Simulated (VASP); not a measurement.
# Cs2Ge3 (P4mm) in VASP: notebook

Runs on Cs2Ge3. Level: PBE. Tasks: relaxation of cell and atoms, single point.

Program: VASP 6.6.1. These are calculated values, not measurements. Logs are shortened: lines on timing, memory, paths and dates and some standing lists are left out, and cuts for length are marked.

### Step 1. The cell of the first run

The structure is tetragonal, space group P4mm (No. 99). Conventional cell: a = 4.646 Å, b = 4.646 Å, c = 6.843 Å, α = 90.00°, β = 90.00°, γ = 90.00°. Within 3.9 Å of Cs (site symmetry 4mm) lie 6 Ge at 2.98 to 3.77 Å. Cs (site symmetry 4mm) has 8 Ge at 3.08 to 3.29 Å within 4.1 Å. Within 3.9 Å of Ge (site symmetry 2mm) lie 4 Cs at 2.98 to 3.08 Å and 6 Ge at 3.01 to 3.29 Å. Within 4.0 Å of Ge (site symmetry 4mm) lie 4 Ge at 3.01 Å and 6 Cs at 3.07 to 3.77 Å.

The cell was built from a structure type or drawn by symmetry, and may not be a known phase.

### Step 2. Relaxation of cell and atoms, PBE

INCAR

```
  ALGO = Normal
  EDIFF = 1E-6
  EDIFFG = -0.04
  ENCUT = 600
  GGA = PE
  IBRION = 2
  ISIF = 3
  ISMEAR = 0
  LASPH = T
  LCHARG = F
  LREAL = F
  LWAVE = F
  NELM = 80
  NSW = 90
  PREC = Accurate
  SIGMA = 0.1
```

KPOINTS

```
k-points
0
Gamma
  4 4 4
```

POSCAR

```
Cs2Ge3
1.0
    4.6460870400      0.0000000000      0.0000000000
    0.0000000000      4.6460870400      0.0000000000
    0.0000000000      0.0000000000      6.8431232800
Cs Ge
2 3
Direct
    0.0000000000      0.0000000000      0.7211286400
    0.5000000000      0.5000000000      0.2898103300
    0.5000000000      0.0000000000      0.9934612500
    0.0000000000      0.5000000000      0.9934612500
    0.0000000000      0.0000000000      0.2721384500
```

Potentials or basis: VASP PAW PBE potentials, release 64 (Cs_sv, Ge_d).

Run with:

```
$ cat potpaw_PBE.64/Cs_sv/POTCAR potpaw_PBE.64/Ge_d/POTCAR > POTCAR
$ mpirun -np 1 vasp_std > vasp.out
```

OUTCAR:

```text
EDIFF = 1E-6
   EDIFFG = -0.04
   ENCUT = 600
   GGA = PE
   IBRION = 2
   ISIF = 3
   ISMEAR = 0
   LASPH = T
   LREAL = F
   NELM = 80
   NSW = 90
   PREC = Accurate

 ion  position               nearest neighbor table
   1  0.000  0.000  0.721-   3 2.98   4 2.98   4 2.98   3 2.98
   2  0.500  0.500  0.290-
   3  0.500  0.000  0.993-   1 2.98   1 2.98
   4  0.000  0.500  0.993-   1 2.98   1 2.98
   5  0.000  0.000  0.272-

  LATTYP: Found a simple tetragonal cell.
 ALAT       =     4.6460870400
 C/A-ratio  =     1.4728788378

  Lattice vectors:

 A1 = (   4.6460870400,   0.0000000000,   0.0000000000)
 A2 = (   0.0000000000,   4.6460870400,   0.0000000000)
 A3 = (   0.0000000000,   0.0000000000,   6.8431232800)

Analysis of symmetry for initial positions (statically):
=====================================================================
 Subroutine PRICEL returns:
 Original cell was already a primitive cell.

 Routine SETGRP: Setting up the symmetry group for a
 simple tetragonal supercell.

 Subroutine GETGRP returns: Found  8 space group operations
 (whereof  8 operations were pure point group operations)
 out of a pool of 16 trial point group operations.

The static configuration has the point symmetry C_4v.

Analysis of symmetry for dynamics (positions and initial velocities):
=====================================================================
 Subroutine PRICEL returns:
 Original cell was already a primitive cell.

 Routine SETGRP: Setting up the symmetry group for a
 simple tetragonal supercell.

 Subroutine GETGRP returns: Found  8 space group operations
 (whereof  8 operations were pure point group operations)
 out of a pool of 16 trial point group operations.

The dynamic configuration has the point symmetry C_4v.

 Subroutine INISYM returns: Found  8 space group operations
 (whereof  8 operations are pure point group operations),
 and found     1 'primitive' translations

----------------------------------------------------------------------------------------

                                     Primitive cell

  volume of cell :     147.7165

  direct lattice vectors                    reciprocal lattice vectors
     4.646087040  0.000000000  0.000000000     0.215234883  0.000000000  0.000000000
     0.000000000  4.646087040  0.000000000     0.000000000  0.215234883  0.000000000
     0.000000000  0.000000000  6.843123280     0.000000000  0.000000000  0.146132104

  length of vectors
     4.646087040  4.646087040  6.843123280     0.215234883  0.215234883  0.146132104

  position of ions in fractional coordinates (direct lattice)
     0.000000000  0.000000000  0.721128640
     0.500000000  0.500000000  0.289810330
     0.500000000  0.000000000  0.993461250
     0.000000000  0.500000000  0.993461250
     0.000000000  0.000000000  0.272138450

  ion indices of the primitive-cell ions
   primitive index   ion index
                 1           1
                 2           2
                 3           3
                 4           4
                 5           5

----------------------------------------------------------------------------------------

 KPOINTS: k-points

Automatic generation of k-mesh.
 Grid dimensions read from file:
 generate k-points for:    4    4    4

 Generating k-lattice:

  Cartesian coordinates                     Fractional coordinates (reciprocal lattice)
     0.053808721  0.000000000  0.000000000     0.250000000  0.000000000  0.000000000
     0.000000000  0.053808721  0.000000000     0.000000000  0.250000000  0.000000000
     0.000000000  0.000000000  0.036533026     0.000000000  0.000000000  0.250000000

  Length of vectors
     0.053808721  0.053808721  0.036533026

  Shift w.r.t. Gamma in fractional coordinates (k-lattice)
     0.000000000  0.000000000  0.000000000

 Subroutine IBZKPT returns following result:
 ===========================================

 Found     18 irreducible k-points:

 Following reciprocal coordinates:
            Coordinates               Weight
  0.000000  0.000000  0.000000      1.000000
  0.250000  0.000000  0.000000      4.000000
  0.500000  0.000000  0.000000      2.000000
  0.250000  0.250000  0.000000      4.000000
  0.500000  0.250000  0.000000      4.000000
  0.500000  0.500000  0.000000      1.000000
[... 10 lines left out ...]
  0.500000  0.250000  0.500000      4.000000
  0.500000  0.500000  0.500000      1.000000
   k-points           NKPTS =     18   k-points in BZ     NKDIM =     18   number of bands    NBANDS=     36
   number of dos      NEDOS =    301   number of ions     NIONS =      5
   total plane-waves  NPLWV =  89600
   dimension x,y,z NGX =    40 NGY =   40 NGZ =   56
   dimension x,y,z NGXF=    80 NGYF=   80 NGZF=  112
   ions per type =               2   3
   NGX,Y,Z   is equivalent  to a cutoff of  14.31, 14.31, 13.60 a.u.
   NGXF,Y,Z  is equivalent  to a cutoff of  28.63, 28.63, 27.21 a.u.
 SYSTEM =  unknown system
   PREC   = accura    normal or accurate (medium, high low for compatibility)
   ISTART =      0    job   : 0-new  1-cont  2-samecut
   ICHARG =      2    charge: 1-file 2-atom 10-const
   ISPIN  =      1    spin polarized calculation?
   LNONCOLLINEAR =      F non collinear calculations
   LSORBIT =      F    spin-orbit coupling
   LASPH  =      T    aspherical Exc in radial PAW
   ENCUT  =  600.0 eV  44.10 Ry    6.64 a.u.   9.28  9.28 13.67*2*pi/ulx,y,z
   NELM   =     80;   NELMIN=  2; NELMDL= -5     # of ELM steps
   EDIFF  = 0.1E-05   stopping-criterion for ELM
   LREAL  =      F    real-space projection
   EDIFFG = -.4E-01   stopping-criterion for IOM
   NSW    =     90    number of steps for IOM
   IBRION =      2    ionic relax: 0-MD 1-quasi-New 2-CG
   NFREE  =      1    steps in history (QN), initial steepest desc. (CG)
   ISIF   =      3    stress and relaxation
   ISYM   =      2    0-nonsym 1-usesym 2-fastsym
   POTIM  = 0.5000    time-step for ionic-motion
   TEBEG  =    0.0;   TEEND  =   0.0 temperature during run
   PSTRESS=    0.0 pullay stress
   NELECT =      60.0000    total number of electrons
   NUPDOWN=      -1.0000    fix difference up-down
   EMIN   =  10.00;   EMAX   =-10.00  energy-range for DOS
   EFERMI =   0.00;   METHOD = LEGACY
   ISMEAR =     0;   SIGMA  =   0.10  broadening in eV -4-tet -1-fermi 0-gaus
   EFERMI_NEDOS =   21; number of points for ismear=-14 and -15
   IALGO  =     38    algorithm
   IMIX   =      4    mixing-type and parameters
     AMIX     =   0.40;   BMIX     =  1.00
     AMIX_MAG =   1.60;   BMIX_MAG =  1.00
  volume/ion in A,a.u.               =      29.54       199.37
  Fermi-wavevector in a.u.,A,eV,Ry     =   1.212408  2.291119 19.999664  1.469934
  Thomas-Fermi vector in A             =   2.347893
   LORBIT       =      0    0 simple, 1 ext, 2 COOP (PROOUT), +10 PAW based schemes
   GGA     = PE    functional components
   LHFCALC =     F    Hartree Fock is set to
   AEXX    =    0.0000 exact exchange contribution
   IVDW    =     0    specifies the selected vdW correction
   LEPSILON=     F    determine dielectric tensor
   LRPA    =     F    only Hartree local field effects (RPA)
 conjugate gradient relaxation of ions
 non-spin polarized calculation
 Gauss-broadening in eV      SIGMA  =   0.10
  energy-cutoff  :      600.00
  volume of cell :      147.72
 maximum number of plane-waves:      4963
 NGX is ok and might be reduce to    40
   NGX = 19   NGY = 19   NGZ = 27

--------------------------------------- Ionic step        1  -------------------------------------------

 number of electron      60.0000012 magnetization

 Free energy of the ion-electron system (eV)
  ---------------------------------------------------
  ext. energy  EPLUGINS =         0.00000000
  ---------------------------------------------------
  free energy    TOTEN  =       -11.61612618 eV

  energy without entropy =      -11.60860099  energy(sigma->0) =      -11.61236359

 E-fermi :   3.9866     XC(G=0):  -9.3292

 val. band max:        3.8990439503   @ k =   0.5000   0.0000   0.0000
 cond. band min:       3.9878844529   @ k =   0.5000   0.5000   0.5000
 fundamental gap:      0.0888405025
 Fermi energy:         3.9866465257

 k-point     1 :       0.0000    0.0000    0.0000
  band No.  band energies     occupation
      1     -20.5584      2.00000
      2     -20.5557      2.00000
      3     -20.5220      2.00000
      4     -20.5157      2.00000
      5     -20.5157      2.00000
      6     -20.4958      2.00000
[... 801 lines left out ...]
  FREE ENERGIE OF THE ION-ELECTRON SYSTEM (eV)
  ---------------------------------------------------
  free  energy   TOTEN  =       -13.7163034493 eV

  energy  without entropy=      -13.7028817491  energy(sigma->0) =      -13.70959260

[... ionic steps 4 to 25 ...]

--------------------------------------- Ionic step       26  -------------------------------------------

 number of electron      60.0000138 magnetization

------------------------ aborting loop because EDIFF is reached ----------------------------------------

  FORCE on cell =-STRESS in cart. coord.  units (eV):
  Direction    XX          YY          ZZ          XY          YZ          ZX
  --------------------------------------------------------------------------------------
  -------------------------------------------------------------------------------------
  Total       -0.0595302     -0.0595302      0.0349792      0.0000000      0.0000000      0.0000000
  in kB       -0.4845276     -0.4845276      0.2847020      0.0000000      0.0000000      0.0000000
  external PRESSURE =      -0.2281177 kB  Pullay stress =       0.0000000 kB
[... 63 lines left out ...]
  energy  without entropy=      -15.3397577773  energy(sigma->0) =      -15.34336814

--------------------------------------- Ionic step       28  -------------------------------------------

 number of electron      60.0000135 magnetization

 Free energy of the ion-electron system (eV)
  ---------------------------------------------------
  ext. energy  EPLUGINS =         0.00000000
  ---------------------------------------------------
  free energy    TOTEN  =       -15.34784025 eV

  energy without entropy =      -15.34046729  energy(sigma->0) =      -15.34415377

 E-fermi :   2.9646     XC(G=0):  -8.0137

 val. band max:        2.9445262001   @ k =   0.5000   0.0000   0.5000
 cond. band min:       2.9995597974   @ k =   0.2500   0.0000   0.5000
 fundamental gap:      0.0550335974
 Fermi energy:         2.9645528312

 k-point     1 :       0.0000    0.0000    0.0000
  band No.  band energies     occupation
      1     -21.5346      2.00000
      2     -21.5103      2.00000
      3     -21.4721      2.00000
      4     -21.4534      2.00000
      5     -21.4534      2.00000
      6     -21.4263      2.00000
[... 723 lines left out ...]
  FREE ENERGIE OF THE ION-ELECTRON SYSTEM (eV)
  ---------------------------------------------------
  free  energy   TOTEN  =       -15.3478402465 eV

  energy  without entropy=      -15.3404672943  energy(sigma->0) =      -15.34415377

 reached required accuracy - stopping structural energy minimisation
```

Run time: 49 min. Hardware: 1 thread of Intel Xeon 8259CL, shared host; peak memory 0.36 GiB.

What came out:

```yaml
Free_energy: -15.3478 eV
Relaxed_volume: 39.41 Å³/atom
Relaxed_cell: a = 4.365 Å, b = 4.365 Å, c = 10.341 Å, α = 90.00°, β = 90.00°, γ = 90.00°
Space_group_after_relaxing_to_0.1_Å: P4mm (No. 99)
Energy_gained_by_relaxing: 746.3 meV/atom
Ionic_steps: 28
Pressure_after_relaxing: 0.0 GPa
Largest_force_after_relaxing: 0.016 eV/Å
Band_gap_on_the_k_mesh: zero (bands 30 and 31 overlap by 0.06 eV)
```

Forces in eV/Å, atoms in the order of the input:
```
Cs   0.000  0.000  0.010
Cs   0.000  0.000 -0.016
Ge   0.000  0.000  0.011
Ge   0.000  0.000  0.011
Ge   0.000  0.000 -0.016
```

The path:
```csv
step,energy change (eV),largest force (eV/Å),pressure (GPa),volume (Å³)
1,0.0000,3.1580,9.98,147.72
2,-1.9831,2.2100,-0.11,190.60
3,-2.1002,1.9650,-1.78,209.04
4,-2.5783,1.4970,-1.62,202.84
5,-3.2339,1.1218,0.50,183.86
6,-3.2472,0.6585,-0.10,187.32
7,-3.5175,0.4641,-0.08,182.67
8,-3.5880,0.3985,0.22,178.63
9,-3.5887,0.4230,0.23,178.01
10,-3.6159,0.3354,-0.23,180.54
11,-3.6160,0.3289,-0.28,180.72
12,-3.6322,0.2259,0.01,178.76
13,-3.6305,0.1833,0.54,176.16
14,-3.6348,0.2055,0.43,177.47
15,-3.6473,0.1520,0.28,179.85
16,-3.6628,0.1306,0.08,186.00
17,-3.6835,0.1346,-0.04,188.84
18,-3.7124,0.2261,-0.45,197.12
19,-3.7185,0.2002,0.18,194.64
20,-3.7208,0.1740,0.02,195.49
21,-3.7262,0.1250,0.03,195.43
22,-3.7296,0.0516,0.14,195.33
23,-3.7305,0.1016,-0.12,197.82
24,-3.7309,0.0514,-0.09,196.96
25,-3.7308,0.0463,0.01,196.69
26,-3.7308,0.0486,-0.02,196.85
27,-3.7309,0.0491,-0.05,196.88
28,-3.7317,0.0164,-0.01,197.06
```

Final structure:
```cif
data_structure
_symmetry_space_group_name_H-M 'P 1'
_symmetry_Int_Tables_number 1
_cell_length_a 4.3654
_cell_length_b 4.3654
_cell_length_c 10.3406
_cell_angle_alpha 90.000
_cell_angle_beta 90.000
_cell_angle_gamma 90.000
_cell_volume 197.06
loop_
_atom_site_label
_atom_site_type_symbol
_atom_site_fract_x
_atom_site_fract_y
_atom_site_fract_z
_atom_site_occupancy
Cs1 Cs 0.00000 0.00000 0.74134 1
Cs2 Cs 0.50000 0.50000 0.33635 1
Ge1 Ge 0.50000 0.00000 0.01396 1
Ge2 Ge 0.00000 0.50000 0.01396 1
Ge3 Ge 0.00000 0.00000 0.16438 1
```

Caveat: the volume moved by over 15 % at a fixed basis, so the end points are rough; spin-orbit coupling is left out, which moves the levels of the heavy elements.

### Step 3. Single point, PBE

This run uses another cell than the first one, of 43.57 Å³/atom.

INCAR

```
SYSTEM = Cs2Ge3
ALGO = Normal
EDIFF = 1E-7
ENCUT = 520
GGA = PE
ISIF = 2
ISMEAR = 0
LASPH = .TRUE.
LCHARG = .TRUE.
LELF = .TRUE.
LREAL = .FALSE.
LVHAR = .TRUE.
LWAVE = .FALSE.
NBANDS = 38
NELM = 80
PREC = Accurate
SIGMA = 0.1
```

KPOINTS

```
k-points
0
G
  10 10 4
  0 0 0
```

POSCAR

```
Cs2Ge3
1.0
    4.3080731891      0.0000000000      0.0000000000
    0.0000000000      4.3080731891      0.0000000000
    0.0000000000      0.0000000000     11.7385101887
Cs Ge
2 3
Direct
    0.0000000000      0.0000000000      0.7672372924
    0.5000000000      0.5000000000      0.3163879304
    0.5000000000      0.0000000000      0.0163364486
    0.0000000000      0.5000000000      0.0163364486
    0.0000000000      0.0000000000      0.1537017999
```

Potentials or basis: VASP PAW PBE potentials, release 64 (Cs_sv, Ge_d).

Run with:

```
$ cat potpaw_PBE.64/Cs_sv/POTCAR potpaw_PBE.64/Ge_d/POTCAR > POTCAR
$ mpirun -np 1 vasp_std > vasp.out
```

It took 13 min on 1 thread of Intel Xeon 8259CL, shared host; peak memory 0.57 GiB.

The run converged. Its results:

| Quantity | Value |
| --- | --- |
| Free energy | -15.2938 eV |
| Pressure | 0.0 GPa |
| Largest force | 0.016 eV/Å |
| Band gap on the k mesh | zero (bands 30 and 31 overlap by 0.02 eV) |

Forces in eV/Å, atoms in the order of the input:
```
Cs   0.000  0.000 -0.016
Cs   0.000  0.000  0.012
Ge   0.000  0.000 -0.001
Ge   0.000  0.000 -0.001
Ge   0.000  0.000  0.006
```

Levels at points of the mesh, in eV from the Fermi level:
| k point | band 26 | band 27 | band 28 | band 29 | band 30 | band 31 | band 32 | band 33 | band 34 | band 35 |
| --- | --- | --- | --- | --- | --- | --- | --- | --- | --- | --- |
| (0.00, 0.00, 0.00) | -5.18 | -2.62 | -2.62 | -1.80 | -0.20 | 0.26 | 0.77 | 1.09 | 1.99 | 1.99 |
| (0.50, 0.00, 0.00) | -5.57 | -2.24 | -1.59 | -0.74 | -0.19 | 0.60 | 0.88 | 1.23 | 1.35 | 1.55 |
| (0.50, 0.50, 0.00) | -7.90 | -3.37 | -3.14 | -1.81 | -1.81 | 0.76 | 1.14 | 1.89 | 1.89 | 2.90 |
| (0.00, 0.00, 0.50) | -5.18 | -2.62 | -2.62 | -1.63 | -0.79 | 0.75 | 0.81 | 1.31 | 1.98 | 1.98 |
| (0.50, 0.00, 0.50) | -5.57 | -2.21 | -1.59 | -0.73 | -0.11 | 0.60 | 0.75 | 1.01 | 1.09 | 1.81 |
| (0.50, 0.50, 0.50) | -7.90 | -3.36 | -3.15 | -1.83 | -1.83 | 0.69 | 1.39 | 2.40 | 2.40 | 2.64 |

Caveat: spin-orbit coupling is left out, which moves the levels of the heavy elements.
